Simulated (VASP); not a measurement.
Wanted: the native input for a VASP 6.6.1 run.

* Task: electric field gradients
* Functional: PBEsol
* Potentials or basis: VASP PAW PBE potentials, release 64 (Hf_pv, Si)
* Cutoff: 520 eV
* k mesh: 6 × 6 × 6
* Occupations: fermi-dirac, width 0.15 eV
* Spin: no spin polarisation
* Dipole correction: no
* Further INCAR settings: ALGO = Normal; EDIFF = 1e-08; NBANDS = 29

The structure of HfSi7 lies in POSCAR:

```
HfSi7
1.0
    5.5943924303      0.0000000000      0.0000000000
    0.0000000000      5.5943924303      0.0000000000
    0.0000000000      0.0000000000      5.5943924303
Hf Si
1 7
Direct
    0.0000000000      0.0000000000      0.0000000000
    0.2650098829      0.2650098829      0.2650098829
    0.0000000000      0.5000000000      0.5000000000
    0.5000000000      0.5000000000      0.0000000000
    0.5000000000      0.0000000000      0.5000000000
    0.7349901171      0.2650098829      0.7349901171
    0.7349901171      0.7349901171      0.2650098829
    0.2650098829      0.7349901171      0.7349901171
```

One way to write it, as run:

INCAR

```
ALGO     = Normal         # electronic algorithm
EDIFF    = 1E-8           # SCF threshold, eV
ENCUT    = 520            # plane-wave cutoff, eV
GGA      = PS             # functional
ISIF     = 2              # what is computed and relaxed
ISMEAR   = -1             # smearing method
LASPH    = True           # aspherical terms in the spheres
LCHARG   = False          # write CHGCAR
LEFG     = True         
LREAL    = False          # projectors in reciprocal space
LWAVE    = False          # write WAVECAR
NBANDS   = 29             # bands
NELM     = 100            # most SCF steps
PREC     = Accurate       # precision mode
SIGMA    = 0.15           # smearing width, eV
```

KPOINTS

```
k-points
0
Gamma
  6 6 6
```

Potentials or basis: VASP PAW PBE potentials, release 64 (Hf_pv, Si).

The run is started by

```console
$ cat potpaw_PBE.64/Hf_pv/POTCAR potpaw_PBE.64/Si/POTCAR > POTCAR
$ mpirun -np 1 vasp_std > vasp.out
```

It gave:

The pressure is 0.1 GPa, the band gap on the k mesh is zero (bands 19 and 20 overlap by 0.11 eV) and the largest electric field gradient by atom is Hf +0.0; Si -42.8, -12.0 (each value once) V/Å².

Caveat: without QUAD_EFG the Cq values of the log hold for a quadrupole moment of 1 mb, not for the nuclei; the PAW data sets were made with another functional, which shifts forces and pressure a little; spin-orbit coupling is left out, which moves the levels of the heavy elements.

Run time: 60 s on 1 thread of AMD EPYC 9R45 96-Core Processor (Zen 5), with other jobs on the host, peak memory 0.26 GiB.
